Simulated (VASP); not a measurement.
# Cs (Im-3m) in VASP: notebook

Cs is run at these levels: PBE; tasks: relaxation of cell and atoms.

Program: VASP 6.6.1. These are calculated values, not measurements. Logs are shortened: lines on timing, memory, paths and dates and some standing lists are left out, and cuts for length are marked.

## (1) The cell of the first run

The structure is cubic, space group Im-3m (No. 229). The conventional cell has a = 6.257 Å, b = 6.257 Å, c = 6.257 Å, α = 90.00°, β = 90.00°, γ = 90.00°.

## (2) Relaxation of cell and atoms, PBE, target pressure 2 GPa, at which the enthalpy is minimised

INCAR

```
SYSTEM = Cs
PREC = Accurate
ENCUT = 600
EDIFF = 1E-7
ISMEAR = -1
SIGMA = 0.05
LREAL = .False.
LASPH = .True.
NELM = 100
ALGO = Normal
ISIF = 3
LWAVE = .False.
LCHARG = .False.
GGA = PE
IBRION = 2
NSW = 80
EDIFFG = -0.01
PSTRESS = 20.0
```

KPOINTS

```
Automatic mesh
0
Gamma
  6 6 6
  0 0 0
```

POSCAR

```
Cs
1.0
   -3.1284650614      3.1284650614      3.1284650614
    3.1284650614     -3.1284650614      3.1284650614
    3.1284650614      3.1284650614     -3.1284650614
Cs
1
Direct
    0.0000000000      0.0000000000      0.0000000000
```

Potentials or basis: VASP PAW PBE potentials, release 64 (Cs_sv).

Command:

```sh
$ cat potpaw_PBE.64/Cs_sv/POTCAR > POTCAR
$ mpirun -np 1 vasp_std > vasp.out
```

OUTCAR:

```text
SYSTEM = Cs
   PREC = Accurate
   ENCUT = 600
   EDIFF = 1E-7
   ISMEAR = -1
   LREAL = .False.
   LASPH = .True.
   NELM = 100
   ISIF = 3
   GGA = PE
   IBRION = 2
   NSW = 80
   EDIFFG = -0.01
   PSTRESS = 20.0

 ion  position               nearest neighbor table
   1  0.000  0.000  0.000-

  LATTYP: Found a body centered cubic cell.
 ALAT       =     6.2569301228

  Lattice vectors:

 A1 = (  -3.1284650614,   3.1284650614,   3.1284650614)
 A2 = (   3.1284650614,  -3.1284650614,   3.1284650614)
 A3 = (   3.1284650614,   3.1284650614,  -3.1284650614)

Analysis of symmetry for initial positions (statically):
=====================================================================
 Subroutine PRICEL returns:
 Original cell was already a primitive cell.

 Routine SETGRP: Setting up the symmetry group for a
 body centered cubic supercell.

 Subroutine GETGRP returns: Found 48 space group operations
 (whereof 48 operations were pure point group operations)
 out of a pool of 48 trial point group operations.

The static configuration has the point symmetry O_h .

Analysis of symmetry for dynamics (positions and initial velocities):
=====================================================================
 Subroutine PRICEL returns:
 Original cell was already a primitive cell.

 Routine SETGRP: Setting up the symmetry group for a
 body centered cubic supercell.

 Subroutine GETGRP returns: Found 48 space group operations
 (whereof 48 operations were pure point group operations)
 out of a pool of 48 trial point group operations.

The dynamic configuration has the point symmetry O_h .

 Subroutine INISYM returns: Found 48 space group operations
 (whereof 48 operations are pure point group operations),
 and found     1 'primitive' translations

----------------------------------------------------------------------------------------

                                     Primitive cell

  volume of cell :     122.4768

  direct lattice vectors                    reciprocal lattice vectors
    -3.128465061  3.128465061  3.128465061     0.000000000  0.159822785  0.159822785
     3.128465061 -3.128465061  3.128465061     0.159822785  0.000000000  0.159822785
     3.128465061  3.128465061 -3.128465061     0.159822785  0.159822785  0.000000000

  length of vectors
     5.418660436  5.418660436  5.418660436     0.226023551  0.226023551  0.226023551

  position of ions in fractional coordinates (direct lattice)
     0.000000000  0.000000000  0.000000000

  ion indices of the primitive-cell ions
   primitive index   ion index
                 1           1

----------------------------------------------------------------------------------------

 KPOINTS: Automatic mesh

Automatic generation of k-mesh.
 Grid dimensions read from file:
 generate k-points for:    6    6    6

 Generating k-lattice:

  Cartesian coordinates                     Fractional coordinates (reciprocal lattice)
     0.000000000  0.026637131  0.026637131     0.166666667  0.000000000  0.000000000
     0.026637131  0.000000000  0.026637131     0.000000000  0.166666667  0.000000000
     0.026637131  0.026637131  0.000000000     0.000000000  0.000000000  0.166666667

  Length of vectors
     0.037670592  0.037670592  0.037670592

  Shift w.r.t. Gamma in fractional coordinates (k-lattice)
     0.000000000  0.000000000  0.000000000

 Subroutine IBZKPT returns following result:
 ===========================================

 Found     16 irreducible k-points:

 Following reciprocal coordinates:
            Coordinates               Weight
  0.000000  0.000000  0.000000      1.000000
  0.166667  0.000000  0.000000     12.000000
  0.333333  0.000000  0.000000     12.000000
  0.500000  0.000000  0.000000      6.000000
  0.166667  0.166667  0.000000     24.000000
  0.333333  0.166667  0.000000     48.000000
[... 8 lines left out ...]
  0.500000  0.500000  0.333333     12.000000
  0.500000  0.500000  0.500000      1.000000
   k-points           NKPTS =     16   k-points in BZ     NKDIM =     16   number of bands    NBANDS=      8
   number of dos      NEDOS =    301   number of ions     NIONS =      1
   total plane-waves  NPLWV = 110592
   dimension x,y,z NGX =    48 NGY =   48 NGZ =   48
   dimension x,y,z NGXF=    96 NGYF=   96 NGZF=   96
   ions per type =               1
   NGX,Y,Z   is equivalent  to a cutoff of  14.73, 14.73, 14.73 a.u.
   NGXF,Y,Z  is equivalent  to a cutoff of  29.45, 29.45, 29.45 a.u.
 SYSTEM =  Cs
   PREC   = accura    normal or accurate (medium, high low for compatibility)
   ISTART =      0    job   : 0-new  1-cont  2-samecut
   ICHARG =      2    charge: 1-file 2-atom 10-const
   ISPIN  =      1    spin polarized calculation?
   LNONCOLLINEAR =      F non collinear calculations
   LSORBIT =      F    spin-orbit coupling
   LASPH  =      T    aspherical Exc in radial PAW
   ENCUT  =  600.0 eV  44.10 Ry    6.64 a.u.  10.82 10.82 10.82*2*pi/ulx,y,z
   NELM   =    100;   NELMIN=  2; NELMDL= -5     # of ELM steps
   EDIFF  = 0.1E-06   stopping-criterion for ELM
   LREAL  =      F    real-space projection
   EDIFFG = -.1E-01   stopping-criterion for IOM
   NSW    =     80    number of steps for IOM
   IBRION =      2    ionic relax: 0-MD 1-quasi-New 2-CG
   NFREE  =      1    steps in history (QN), initial steepest desc. (CG)
   ISIF   =      3    stress and relaxation
   ISYM   =      2    0-nonsym 1-usesym 2-fastsym
   POTIM  = 0.5000    time-step for ionic-motion
   TEBEG  =    0.0;   TEEND  =   0.0 temperature during run
   PSTRESS=   20.0 pullay stress
   NELECT =       9.0000    total number of electrons
   NUPDOWN=      -1.0000    fix difference up-down
   EMIN   =  10.00;   EMAX   =-10.00  energy-range for DOS
   EFERMI =   0.00;   METHOD = LEGACY
   ISMEAR =    -1;   SIGMA  =   0.05  broadening in eV -4-tet -1-fermi 0-gaus
   EFERMI_NEDOS =   21; number of points for ismear=-14 and -15
   IALGO  =     38    algorithm
   IMIX   =      4    mixing-type and parameters
     AMIX     =   0.40;   BMIX     =  1.00
     AMIX_MAG =   1.60;   BMIX_MAG =  1.00
  volume/ion in A,a.u.               =     122.48       826.51
  Fermi-wavevector in a.u.,A,eV,Ry     =   0.685706  1.295796  6.397353  0.470192
  Thomas-Fermi vector in A             =   1.765724
   LORBIT       =      0    0 simple, 1 ext, 2 COOP (PROOUT), +10 PAW based schemes
   GGA     = PE    functional components
   LHFCALC =     F    Hartree Fock is set to
   AEXX    =    0.0000 exact exchange contribution
   IVDW    =     0    specifies the selected vdW correction
   LEPSILON=     F    determine dielectric tensor
   LRPA    =     F    only Hartree local field effects (RPA)
 conjugate gradient relaxation of ions
 non-spin polarized calculation
  energy-cutoff  :      600.00
  volume of cell :      122.48
 maximum number of plane-waves:      4124
 NGX is ok and might be reduce to    48
   NGX = 21   NGY = 21   NGZ = 21

--------------------------------------- Ionic step        1  -------------------------------------------

 number of electron       9.0000000 magnetization

 Free energy of the ion-electron system (eV)
  ---------------------------------------------------
  ext. energy  EPLUGINS =         0.00000000
  ---------------------------------------------------
  free energy    TOTEN  =        -0.84610427 eV

  energy without entropy =       -0.82809532  energy(sigma->0) =       -0.83709980

------------------------ aborting loop because EDIFF is reached ----------------------------------------

  FORCE on cell =-STRESS in cart. coord.  units (eV):
  Direction    XX          YY          ZZ          XY          YZ          ZX
  --------------------------------------------------------------------------------------
  -------------------------------------------------------------------------------------
  Total       -0.0597313     -0.0597313     -0.0597313      0.0000000      0.0000000     -0.0000000
  in kB       -0.7813740     -0.7813740     -0.7813740      0.0000000      0.0000000     -0.0000000
  external PRESSURE =     -20.7813740 kB  Pullay stress =      20.0000000 kB

 VOLUME and BASIS-vectors are now :
 -----------------------------------------------------------------------------
  energy-cutoff  :      600.00
  volume of cell :      122.48
      direct lattice vectors                 reciprocal lattice vectors
    -3.128465061  3.128465061  3.128465061     0.000000000  0.159822785  0.159822785
     3.128465061 -3.128465061  3.128465061     0.159822785  0.000000000  0.159822785
     3.128465061  3.128465061 -3.128465061     0.159822785  0.159822785  0.000000000
[... 155 lines left out ...]
  FREE ENERGIE OF THE ION-ELECTRON SYSTEM (eV)
  ---------------------------------------------------
  free  energy   TOTEN  =        -0.6365591342 eV

  energy  without entropy=       -0.6177403323  energy(sigma->0) =       -0.62714973

  enthalpy is  TOTEN    =         0.2593092280 eV   P V=        0.8958683622

--------------------------------------- Ionic step        6  -------------------------------------------

 number of electron       8.9999999 magnetization

 Free energy of the ion-electron system (eV)
  ---------------------------------------------------
  ext. energy  EPLUGINS =         0.00000000
  ---------------------------------------------------
  free energy    TOTEN  =        -0.64847948 eV

  energy without entropy =       -0.62976080  energy(sigma->0) =       -0.63912014

 E-fermi :   1.9252     XC(G=0):  -6.7156

 val. band max:        1.6763062829   @ k =  -0.3333   0.3333   0.1667
 cond. band min:       1.9362316977   @ k =   0.3333   0.1667   0.0000
 fundamental gap:      0.2599254148
 Fermi energy:         1.9252058563

 k-point     1 :       0.0000    0.0000    0.0000
  band No.  band energies     occupation
      1     -21.8271      2.00000
      2      -8.3924      2.00000
      3      -8.3924      2.00000
      4      -8.3924      2.00000
      5      -0.1969      2.00000
      6       4.6359      0.00000
      7       4.6359      0.00000
      8       4.6359      0.00000

 k-point     2 :       0.1667    0.0000    0.0000
  band No.  band energies     occupation
      1     -21.8141      2.00000
      2      -8.5503      2.00000
      3      -8.4381      2.00000
      4      -8.3942      2.00000
      5       0.2914      2.00000
      6       4.1779      0.00000
      7       4.2071      0.00000
      8       5.1482      0.00000
[... 174 lines left out ...]
 POSITION                                       TOTAL-FORCE (eV/Angst)
 -----------------------------------------------------------------------------------
      0.00000      0.00000     -0.00000         0.000000     -0.000000      0.000000
 -----------------------------------------------------------------------------------
    total drift:                                0.000000     -0.000000      0.000000

  FREE ENERGIE OF THE ION-ELECTRON SYSTEM (eV)
  ---------------------------------------------------
  free  energy   TOTEN  =        -0.6484794813 eV

  energy  without entropy=       -0.6297607965  energy(sigma->0) =       -0.63912014

  enthalpy is  TOTEN    =         0.2590237719 eV   P V=        0.9075032531

 reached required accuracy - stopping structural energy minimisation
```

It took 58 s on 1 thread of Intel Xeon 6975P-C (Granite Rapids), shared host; peak memory 0.34 GiB.

What came out:

| Quantity | Value |
| --- | --- |
| Free energy | -0.6485 eV |
| Relaxed volume | 72.70 Å³/atom |
| Relaxed cell | a = 4.554 Å, b = 4.554 Å, c = 4.554 Å, α = 109.47°, β = 109.47°, γ = 109.47° |
| Space group after relaxing (to 0.1 Å) | Im-3m (No. 229) |
| Energy change on relaxing (the run minimises the enthalpy) | +197.6 meV/atom |
| Ionic steps | 6 |
| Pressure after relaxing | 2.0 GPa |
| Band gap on the k mesh | zero (an odd number of electrons rules out a gap without spin polarisation) |

The path:
```
step  energy change (eV)  largest force (eV/Å)  pressure (GPa)  volume (Å³)
   1              0.0000                0.0000           -0.08       122.48
   2              0.0284                0.0000            0.52        96.42
   3              0.1188                0.0000            1.36        80.29
   4              0.5741                0.0000            4.32        53.62
   5              0.2095                0.0000            2.09        71.77
   6              0.1976                0.0000            2.00        72.70
```

Final structure:
```
Cs
1.0
    -2.62920    2.62920    2.62920
     2.62920   -2.62920    2.62920
     2.62920    2.62920   -2.62920
Cs
1
Direct
  0.00000 0.00000 0.00000
```

Levels at points of the mesh, in eV from the Fermi level:
```csv
k point,band 2,band 3,band 4,band 5,band 6,band 7
"(0.00, 0.00, 0.00)",-10.32,-10.32,-10.32,-2.12,2.71,2.71
"(0.50, 0.00, 0.00)",-10.90,-10.50,-10.33,-0.28,1.46,1.68
"(0.50, 0.50, 0.50)",-10.71,-10.71,-10.71,0.06,0.06,4.52
```

Caveat: the cell is relaxed towards a set pressure, so the run minimises the enthalpy, not the energy; the volume moved by over 15 % at a fixed basis, so the end points are rough; spin-orbit coupling is left out, which moves the levels of the heavy elements.

(Part 1 of 3 ends here.)
